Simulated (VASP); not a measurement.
Input of a VASP 6.6.1 run:

Contents of INCAR:

```
SYSTEM = Pt
PREC = Accurate
ENCUT = 520
EDIFF = 1E-6
ISMEAR = -1
SIGMA = 0.1
LREAL = .FALSE.
LASPH = .TRUE.
NELM = 80
ALGO = Normal
ISIF = 2
LWAVE = .FALSE.
LCHARG = .TRUE.
LELF = .TRUE.
LVHAR = .TRUE.
NBANDS = 17
```

Contents of KPOINTS:

```
regular mesh
0
G
  12 12 12
  0 0 0
```

The input POSCAR:

```
Pt
1.0
    0.0000000000      2.4466127985      2.4466127985
    2.4466127985      0.0000000000      2.4466127985
    2.4466127985      2.4466127985      0.0000000000
Pt
2
Direct
   -0.1250000000     -0.1250000000     -0.1250000000
    0.1250000000      0.1250000000      0.1250000000
```

Potentials or basis: VASP PAW LDA potentials, release 64 (Pt).

The run is started by

```console
$ cat potpaw_LDA.64/Pt/POTCAR > POTCAR
$ mpirun -np 1 vasp_std > vasp.out
```

Problem. What does it give for the pressure?

Solution. 177.7 GPa.

Problem. Predict the band gap on the k mesh.

Solution. Zero (band 10 reaches 13.69 eV, above the bottom of band 11 at 12.46 eV).

Caveat: spin-orbit coupling is left out, which moves the levels of the heavy elements.
